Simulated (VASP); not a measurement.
# KBr (P4/mmm) in VASP: further runs

Runs on KBr. Level: PBE. Tasks: single point.

Everything below comes from runs of VASP 6.6.1. Logs are shortened: lines on timing, memory, paths and dates and some standing lists are left out, and cuts for length are marked.

## Step 1: The cell of the first run

The typed cell holds 2 atoms: a = 4.038 Å, b = 4.038 Å, c = 4.040 Å, α = 90.00°, β = 90.00°, γ = 90.00°.

The cell was built from a structure type or drawn by symmetry, and may not be a known phase.

## Step 2: Single point, PBE

INCAR reads:

```
SYSTEM = KBr
ALGO     = Normal         ! electronic algorithm
EDIFF    = 1E-6           ! SCF threshold, eV
ENCUT    = 520            ! plane-wave cutoff, eV
GGA      = PE             ! functional
ISIF     = 2              ! what is computed and relaxed
ISMEAR   = 0              ! smearing method
LASPH    = .TRUE.         ! aspherical terms in the spheres
LCHARG   = .FALSE.        ! write CHGCAR
LREAL    = .FALSE.        ! projectors in reciprocal space
LWAVE    = .FALSE.        ! write WAVECAR
NBANDS   = 15             ! bands
NELM     = 100            ! most SCF steps
PREC     = Accurate       ! precision mode
SIGMA    = 0.02           ! smearing width, eV
```

KPOINTS reads:

```
k-points
0
G
  6 6 6
  0 0 0
```

POSCAR reads:

```
KBr
1.0
    4.0382600546      0.0000000000      0.0000000000
    0.0000000000      4.0382600546      0.0000000000
    0.0000000000      0.0000000000      4.0397343728
K Br
1 1
Direct
    0.5000000000      0.5000000000      0.5000000000
    0.0000000000      0.0000000000      0.0000000000
```

Potentials or basis: VASP PAW PBE potentials, release 64 (K_sv, Br).

Command:

```console
> cat potpaw_PBE.64/K_sv/POTCAR potpaw_PBE.64/Br/POTCAR > POTCAR
> mpirun -np 1 vasp_std > vasp.out
```

OUTCAR:

```text
SYSTEM = KBr
   EDIFF = 1E-6
   ENCUT = 520
   GGA = PE
   ISIF = 2
   ISMEAR = 0
   LASPH = .TRUE.
   LREAL = .FALSE.
   NELM = 100
   PREC = Accurate

 ion  position               nearest neighbor table
   1  0.500  0.500  0.500-
   2  0.000  0.000  0.000-

  LATTYP: Found a simple tetragonal cell.
 ALAT       =     4.0382600546
 C/A-ratio  =     1.0003650875

  Lattice vectors:

 A1 = (   4.0382600546,   0.0000000000,   0.0000000000)
 A2 = (   0.0000000000,   4.0382600546,   0.0000000000)
 A3 = (   0.0000000000,   0.0000000000,   4.0397343728)

Analysis of symmetry for initial positions (statically):
=====================================================================
 Subroutine PRICEL returns:
 Original cell was already a primitive cell.

 Routine SETGRP: Setting up the symmetry group for a
 simple tetragonal supercell.

 Subroutine GETGRP returns: Found 16 space group operations
 (whereof 16 operations were pure point group operations)
 out of a pool of 16 trial point group operations.

The static configuration has the point symmetry D_4h.

Analysis of symmetry for dynamics (positions and initial velocities):
=====================================================================
 Subroutine PRICEL returns:
 Original cell was already a primitive cell.

 Routine SETGRP: Setting up the symmetry group for a
 simple tetragonal supercell.

 Subroutine GETGRP returns: Found 16 space group operations
 (whereof 16 operations were pure point group operations)
 out of a pool of 16 trial point group operations.

The dynamic configuration has the point symmetry D_4h.

 Subroutine INISYM returns: Found 16 space group operations
 (whereof 16 operations are pure point group operations),
 and found     1 'primitive' translations

----------------------------------------------------------------------------------------

                                     Primitive cell

  volume of cell :      65.8781

  direct lattice vectors                    reciprocal lattice vectors
     4.038260055  0.000000000  0.000000000     0.247631402  0.000000000  0.000000000
     0.000000000  4.038260055  0.000000000     0.000000000  0.247631402  0.000000000
     0.000000000  0.000000000  4.039734373     0.000000000  0.000000000  0.247541028

  length of vectors
     4.038260055  4.038260055  4.039734373     0.247631402  0.247631402  0.247541028

  position of ions in fractional coordinates (direct lattice)
     0.500000000  0.500000000  0.500000000
     0.000000000  0.000000000  0.000000000

  ion indices of the primitive-cell ions
   primitive index   ion index
                 1           1
                 2           2

----------------------------------------------------------------------------------------

 KPOINTS: k-points

Automatic generation of k-mesh.
 Grid dimensions read from file:
 generate k-points for:    6    6    6

 Generating k-lattice:

  Cartesian coordinates                     Fractional coordinates (reciprocal lattice)
     0.041271900  0.000000000  0.000000000     0.166666667  0.000000000  0.000000000
     0.000000000  0.041271900  0.000000000     0.000000000  0.166666667  0.000000000
     0.000000000  0.000000000  0.041256838     0.000000000  0.000000000  0.166666667

  Length of vectors
     0.041271900  0.041271900  0.041256838

  Shift w.r.t. Gamma in fractional coordinates (k-lattice)
     0.000000000  0.000000000  0.000000000

 Subroutine IBZKPT returns following result:
 ===========================================

 Found     40 irreducible k-points:

 Following reciprocal coordinates:
            Coordinates               Weight
  0.000000  0.000000  0.000000      1.000000
  0.166667  0.000000  0.000000      4.000000
  0.333333  0.000000  0.000000      4.000000
  0.500000  0.000000  0.000000      2.000000
  0.166667  0.166667  0.000000      4.000000
  0.333333  0.166667  0.000000      8.000000
[... 16 lines left out ...]
  0.333333  0.000000  0.333333      8.000000
  0.500000  0.000000  0.333333      4.000000
 [... further k-points ...]
   k-points           NKPTS =     40   k-points in BZ     NKDIM =     40   number of bands    NBANDS=     15
   number of dos      NEDOS =    301   number of ions     NIONS =      2
   total plane-waves  NPLWV =  27000
   dimension x,y,z NGX =    30 NGY =   30 NGZ =   30
   dimension x,y,z NGXF=    60 NGYF=   60 NGZF=   60
   ions per type =               1   1
   NGX,Y,Z   is equivalent  to a cutoff of  12.35, 12.35, 12.35 a.u.
   NGXF,Y,Z  is equivalent  to a cutoff of  24.70, 24.70, 24.69 a.u.
 SYSTEM =  KBr
   PREC   = accura    normal or accurate (medium, high low for compatibility)
   ISTART =      0    job   : 0-new  1-cont  2-samecut
   ICHARG =      2    charge: 1-file 2-atom 10-const
   ISPIN  =      1    spin polarized calculation?
   LNONCOLLINEAR =      F non collinear calculations
   LSORBIT =      F    spin-orbit coupling
   LASPH  =      T    aspherical Exc in radial PAW
   ENCUT  =  520.0 eV  38.22 Ry    6.18 a.u.   7.51  7.51  7.51*2*pi/ulx,y,z
   NELM   =    100;   NELMIN=  2; NELMDL= -5     # of ELM steps
   EDIFF  = 0.1E-05   stopping-criterion for ELM
   LREAL  =      F    real-space projection
   EDIFFG = 0.1E-04   stopping-criterion for IOM
   NSW    =      0    number of steps for IOM
   IBRION =     -1    ionic relax: 0-MD 1-quasi-New 2-CG
   NFREE  =      0    steps in history (QN), initial steepest desc. (CG)
   ISIF   =      2    stress and relaxation
   ISYM   =      2    0-nonsym 1-usesym 2-fastsym
   POTIM  = 0.5000    time-step for ionic-motion
   TEBEG  =    0.0;   TEEND  =   0.0 temperature during run
   PSTRESS=    0.0 pullay stress
   NELECT =      16.0000    total number of electrons
   NUPDOWN=      -1.0000    fix difference up-down
   EMIN   =  10.00;   EMAX   =-10.00  energy-range for DOS
   EFERMI =   0.00;   METHOD = LEGACY
   ISMEAR =     0;   SIGMA  =   0.02  broadening in eV -4-tet -1-fermi 0-gaus
   EFERMI_NEDOS =   21; number of points for ismear=-14 and -15
   IALGO  =     38    algorithm
   IMIX   =      4    mixing-type and parameters
     AMIX     =   0.40;   BMIX     =  1.00
     AMIX_MAG =   1.60;   BMIX_MAG =  1.00
  volume/ion in A,a.u.               =      32.94       222.28
  Fermi-wavevector in a.u.,A,eV,Ry     =   1.021412  1.930189 14.194725  1.043283
  Thomas-Fermi vector in A             =   2.155035
   LORBIT       =      0    0 simple, 1 ext, 2 COOP (PROOUT), +10 PAW based schemes
   GGA     = PE    functional components
   LHFCALC =     F    Hartree Fock is set to
   AEXX    =    0.0000 exact exchange contribution
   IVDW    =     0    specifies the selected vdW correction
   LEPSILON=     F    determine dielectric tensor
   LRPA    =     F    only Hartree local field effects (RPA)
 non-spin polarized calculation
 Gauss-broadening in eV      SIGMA  =   0.02
  energy-cutoff  :      520.00
  volume of cell :       65.88
 maximum number of plane-waves:      1800
   NGX = 15   NGY = 15   NGZ = 15

 number of electron      15.9999999 magnetization

 Free energy of the ion-electron system (eV)
  ---------------------------------------------------
  ext. energy  EPLUGINS =         0.00000000
  ---------------------------------------------------
  free energy    TOTEN  =        -6.07826930 eV

  energy without entropy =       -6.07826930  energy(sigma->0) =       -6.07826930

 E-fermi :  -0.6133     XC(G=0):  -7.8397

 val. band max:       -0.7435504218   @ k =   0.5000   0.0000   0.5000
 cond. band min:       3.1286334596   @ k =   0.0000   0.0000   0.0000
 fundamental gap:      3.8721838814
 Fermi energy:        -0.6133247840

 k-point     1 :       0.0000    0.0000    0.0000
  band No.  band energies     occupation
      1     -29.4079      2.00000
      2     -13.5261      2.00000
      3     -12.8322      2.00000
      4     -12.8322      2.00000
      5     -12.8322      2.00000
      6      -1.0069      2.00000
      7      -1.0047      2.00000
      8      -1.0047      2.00000
      9       3.1286      0.00000
     10       5.1048      0.00000
     11       5.1062      0.00000
     12       8.9174      0.00000
     13       8.9174      0.00000
     14       8.9197      0.00000
     15      11.5759      0.00000

 k-point     2 :       0.1667    0.0000    0.0000
  band No.  band energies     occupation
      1     -29.4053      2.00000
      2     -13.5746      2.00000
      3     -12.8274      2.00000
      4     -12.8273      2.00000
      5     -12.7787      2.00000
      6      -1.5477      2.00000
      7      -0.9999      2.00000
      8      -0.9977      2.00000
      9       3.7496      0.00000
     10       5.3164      0.00000
     11       5.6605      0.00000
     12       8.8375      0.00000
     13       8.8395      0.00000
     14       9.0309      0.00000
     15      10.6306      0.00000

 k-point     3 :       0.3333    0.0000    0.0000
  band No.  band energies     occupation
      1     -29.4002      2.00000
      2     -13.6628      2.00000
      3     -12.8177      2.00000
      4     -12.8176      2.00000
      5     -12.6772      2.00000
      6      -2.3610      2.00000
      7      -0.9863      2.00000
      8      -0.9841      2.00000
      9       4.9285      0.00000
     10       5.9036      0.00000
     11       6.7004      0.00000
     12       8.8084      0.00000
     13       8.8098      0.00000
     14       9.0682      0.00000
     15       9.2917      0.00000
[... 343 lines left out ...]
 k-point    23 :       0.3333    0.0000    0.3333
  band No.  band energies     occupation
      1     -29.3929      2.00000
      2     -13.4988      2.00000
      3     -12.9388      2.00000
      4     -12.8057      2.00000
      5     -12.7596      2.00000
      6      -2.1123      2.00000
      7      -1.9102      2.00000
      8      -0.8516      2.00000
      9       5.1741      0.00000
     10       5.8322      0.00000
     11       7.6328      0.00000
     12       7.9132      0.00000
     13       8.1773      0.00000
     14       8.3650      0.00000
     15      10.0466      0.00000

 k-point    24 :       0.5000    0.0000    0.3333
  band No.  band energies     occupation
      1     -29.3905      2.00000
      2     -13.4399      2.00000
      3     -12.9344      2.00000
      4     -12.8350      2.00000
      5     -12.8017      2.00000
      6      -2.2859      2.00000
      7      -1.8869      2.00000
      8      -0.8051      2.00000
      9       4.9334      0.00000
     10       5.8635      0.00000
     11       7.5929      0.00000
     12       7.6441      0.00000
     13       8.2109      0.00000
     14       9.0997      0.00000
     15      10.1299      0.00000

 [... further k-points ...]

------------------------ aborting loop because EDIFF is reached ----------------------------------------

  FORCE on cell =-STRESS in cart. coord.  units (eV):
  Direction    XX          YY          ZZ          XY          YZ          ZX
  --------------------------------------------------------------------------------------
  -------------------------------------------------------------------------------------
  Total        0.0011484      0.0011484     -0.0042167      0.0000000      0.0000000      0.0000000
  in kB        0.0279287      0.0279287     -0.1025506      0.0000000      0.0000000      0.0000000
  external PRESSURE =      -0.0155644 kB  Pullay stress =       0.0000000 kB

 VOLUME and BASIS-vectors are now :
 -----------------------------------------------------------------------------
  energy-cutoff  :      520.00
  volume of cell :       65.88
      direct lattice vectors                 reciprocal lattice vectors
     4.038260055  0.000000000  0.000000000     0.247631402  0.000000000  0.000000000
     0.000000000  4.038260055  0.000000000     0.000000000  0.247631402  0.000000000
     0.000000000  0.000000000  4.039734373     0.000000000  0.000000000  0.247541028

 POSITION                                       TOTAL-FORCE (eV/Angst)
 -----------------------------------------------------------------------------------
      2.01913      2.01913      2.01987         0.000000      0.000000      0.000000
      0.00000      0.00000      0.00000         0.000000      0.000000      0.000000
 -----------------------------------------------------------------------------------
    total drift:                                0.000000      0.000000      0.000000

  FREE ENERGIE OF THE ION-ELECTRON SYSTEM (eV)
  ---------------------------------------------------
  free  energy   TOTEN  =        -6.0782692984 eV

  energy  without entropy=       -6.0782692984  energy(sigma->0) =       -6.07826930
```

It took 12 s on 1 thread of Intel Xeon 6975P-C (Granite Rapids), shared host; peak memory 0.18 GiB.

Results:

* Free energy: -6.0783 eV
* Pressure: 0.0 GPa
* Band gap on the k mesh: 3.87 eV (least direct gap 4.13 eV)

## Step 3: Single point, PBE

INCAR reads:

```
PREC = Accurate
ENCUT = 520
EDIFF = 1E-7
ISMEAR = 0
SIGMA = 0.01
LREAL = False
LASPH = True
NELM = 60
ALGO = Normal
ISIF = 2
LWAVE = False
LCHARG = False
GGA = PE
NBANDS = 15
```

KPOINTS reads:

```
Automatic mesh
0
Gamma
  6 6 6
```

POSCAR is that of step 2.

Potentials or basis: VASP PAW PBE potentials, release 64 (K_sv, Br).

Command:

```console
> cat potpaw_PBE.64/K_sv/POTCAR potpaw_PBE.64/Br/POTCAR > POTCAR
> mpirun -np 1 vasp_std > vasp.out
```

Wall time 20 s (1 thread of Intel Xeon 6975P-C (Granite Rapids), shared host); peak memory 0.18 GiB.

Results (log left out):

```yaml
Free_energy: -6.0783 eV
Pressure: 0.0 GPa
Band_gap_on_the_k_mesh: 3.87 eV (least direct gap 4.13 eV)
```

Levels at points of the mesh, in eV from the valence-band top:
```
           k point  band 4  band 5  band 6  band 7  band 8  band 9  band 10  band 11  band 12  band 13
(0.00, 0.00, 0.00)  -12.09  -12.09   -0.26   -0.26   -0.26    3.87     5.85     5.85     9.66     9.66
(0.50, 0.00, 0.00)  -12.07  -11.88   -1.95   -0.24   -0.23    6.49     7.18     7.67     8.91     9.66
(0.50, 0.50, 0.00)  -12.23  -12.05   -1.39   -1.39    0.00    5.23     6.50     8.05     8.05    10.30
(0.00, 0.00, 0.50)  -12.07  -11.88   -1.95   -0.23   -0.23    6.50     7.18     7.67     8.91     9.66
(0.50, 0.00, 0.50)  -12.23  -12.05   -1.39   -1.39    0.00    5.22     6.50     8.05     8.05    10.30
(0.50, 0.50, 0.50)  -12.20  -12.20   -1.42   -1.42   -1.42    7.41     7.41     7.41     9.40     9.40
```

A k mesh can miss the band edges.

## Step 4: Single point, PBE

INCAR reads:

```
PREC = Accurate
ENCUT = 520
EDIFF = 1E-6
ISMEAR = 0
SIGMA = 0.02
LREAL = F
LASPH = T
NELM = 60
ALGO = Normal
ISIF = 2
LWAVE = F
LCHARG = T
GGA = PE
LELF = T
LVHAR = T
NBANDS = 15
```

KPOINTS reads:

```
Automatic mesh
0
Gamma
  8 8 6
```

POSCAR is that of step 3.

Potentials or basis: VASP PAW PBE potentials, release 64 (K_sv, Br).

Command:

```console
> cat potpaw_PBE.64/K_sv/POTCAR potpaw_PBE.64/Br/POTCAR > POTCAR
> mpirun -np 1 vasp_std > vasp.out
```

OUTCAR:

```text
PREC = Accurate
   ENCUT = 520
   EDIFF = 1E-6
   ISMEAR = 0
   LREAL = F
   LASPH = T
   NELM = 60
   ISIF = 2
   GGA = PE

 ion  position               nearest neighbor table
   1  0.500  0.500  0.500-
   2  0.000  0.000  0.000-

  LATTYP: Found a simple tetragonal cell.
 ALAT       =     4.0382600546
 C/A-ratio  =     1.0003650875

  Lattice vectors:

 A1 = (   4.0382600546,   0.0000000000,   0.0000000000)
[... 614 lines left out ...]
     15       9.9686      0.00000

 [... further k-points ...]

------------------------ aborting loop because EDIFF is reached ----------------------------------------

  FORCE on cell =-STRESS in cart. coord.  units (eV):
  Direction    XX          YY          ZZ          XY          YZ          ZX
  --------------------------------------------------------------------------------------
  -------------------------------------------------------------------------------------
  Total        0.0024432      0.0024432     -0.0022454      0.0000000     -0.0000000     -0.0000000
  in kB        0.0594184      0.0594184     -0.0546096      0.0000000     -0.0000000     -0.0000000
  external PRESSURE =       0.0214091 kB  Pullay stress =       0.0000000 kB

 VOLUME and BASIS-vectors are now :
 -----------------------------------------------------------------------------
  energy-cutoff  :      520.00
  volume of cell :       65.88
      direct lattice vectors                 reciprocal lattice vectors
     4.038260055  0.000000000  0.000000000     0.247631402  0.000000000  0.000000000
     0.000000000  4.038260055  0.000000000     0.000000000  0.247631402  0.000000000
     0.000000000  0.000000000  4.039734373     0.000000000  0.000000000  0.247541028

 POSITION                                       TOTAL-FORCE (eV/Angst)
 -----------------------------------------------------------------------------------
      2.01913      2.01913      2.01987         0.000000      0.000000      0.000000
      0.00000      0.00000      0.00000         0.000000      0.000000      0.000000
 -----------------------------------------------------------------------------------
    total drift:                                0.000000      0.000000      0.000000

  FREE ENERGIE OF THE ION-ELECTRON SYSTEM (eV)
  ---------------------------------------------------
  free  energy   TOTEN  =        -6.0783320560 eV

  energy  without entropy=       -6.0783320560  energy(sigma->0) =       -6.07833206
```

OSZICAR:

```text
N       E                     dE             d eps       ncg     rms          rms(c)
DAV:   1     0.890838984119E+02    0.89084E+02   -0.69295E+03  1800   0.917E+02
DAV:   2    -0.315432131847E-01   -0.89115E+02   -0.83504E+02  2349   0.237E+02
DAV:   3    -0.614030260448E+01   -0.61088E+01   -0.60817E+01  3238   0.482E+01
DAV:   4    -0.628038987655E+01   -0.14009E+00   -0.14006E+00  2319   0.515E+00
DAV:   5    -0.628179404400E+01   -0.14042E-02   -0.14042E-02  2872   0.509E-01    0.261E+00
DAV:   6    -0.610474521915E+01    0.17705E+00   -0.15533E-01  2297   0.221E+00    0.192E+00
DAV:   7    -0.607513789509E+01    0.29607E-01   -0.89143E-02  2416   0.189E+00    0.950E-01
DAV:   8    -0.607801404431E+01   -0.28761E-02   -0.13380E-02  2380   0.852E-01    0.125E-01
DAV:   9    -0.607816749888E+01   -0.15345E-03   -0.43824E-04  2515   0.161E-01    0.778E-02
DAV:  10    -0.607833178509E+01   -0.16429E-03   -0.21402E-04  1954   0.107E-01    0.147E-02
DAV:  11    -0.607833205600E+01   -0.27091E-06   -0.74661E-06  2558   0.190E-02
   1 F= -.60783321E+01 E0= -.60783321E+01  d E =-.227998E-22
```

stdout:

```text
POSCAR found type information on POSCAR K Br
 POSCAR found :  2 types and       2 ions
 scaLAPACK will be used
 LDA part: xc-table for (Slater+PW92), standard interpolation
 POSCAR, INCAR and KPOINTS ok, starting setup
 FFT: planning ... GRIDC
 FFT: planning ... GRID_SOFT
 FFT: planning ... GRID
 WAVECAR not read
 entering main loop
```

Wall time 25 s (1 thread of Intel Xeon 6975P-C (Granite Rapids), shared host); peak memory 0.2 GiB.

What came out:

```yaml
Free_energy: -6.0783 eV
Pressure: 0.0 GPa
Band_gap_on_the_k_mesh: 3.87 eV (least direct gap 4.13 eV)
```

## Step 5: Summary

| k mesh | smearing | gap on the mesh (eV) | pressure (GPa) |
| --- | --- | --- | --- |
| 6 × 6 × 6 | gaussian 0.02 eV | 3.87 | 0.0 |
| 6 × 6 × 6 | gaussian 0.01 eV | 3.87 | 0.0 |
| 8 × 8 × 6 | gaussian 0.02 eV | 3.87 | 0.0 |

Alike in all rows: task single point; level PBE; potentials or basis VASP PAW PBE potentials, release 64 (K_sv, Br); no spin polarisation; cell a = 4.038, b = 4.038, c = 4.040 Å, 2 atoms; cutoff (eV) 520.

Total energies depend on the potentials used, so only differences within one code and one set of settings carry meaning.
